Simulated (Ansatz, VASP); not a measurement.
**Ir: VASP beside Ansatz**

```
Ir
1.0
     0.00000    1.91560    1.91560
     1.91560    0.00000    1.91560
     1.91560    1.91560    0.00000
Ir
1
Direct
  0.00000 0.00000 0.00000
```

Alike in both runs: task single point; functional PBE; k mesh 12 × 12 × 12; occupations gaussian, width 0.012 eV; no spin polarisation.

```csv
,VASP,Ansatz
version,VASP 6.6.1,Ansatz 0.2.0
potentials or method,"VASP PAW PBE potentials, release 64 (Ir), cutoff 520 eV","all-electron LAPW, scalar-relativistic"
```

Ansatz gave:

- gap on the k mesh at the Fermi level (eV): none
- pressure (GPa): 11.0

**Question.** Which values does VASP return?

**Answer.** gap on the k mesh at the Fermi level (eV): none; pressure (GPa): 11.8.

A gap of «none» marks a metal or a gap that the smearing closes. Ansatz ran all-electron here, and VASP with PAW potentials.

Spin-orbit coupling is off throughout.
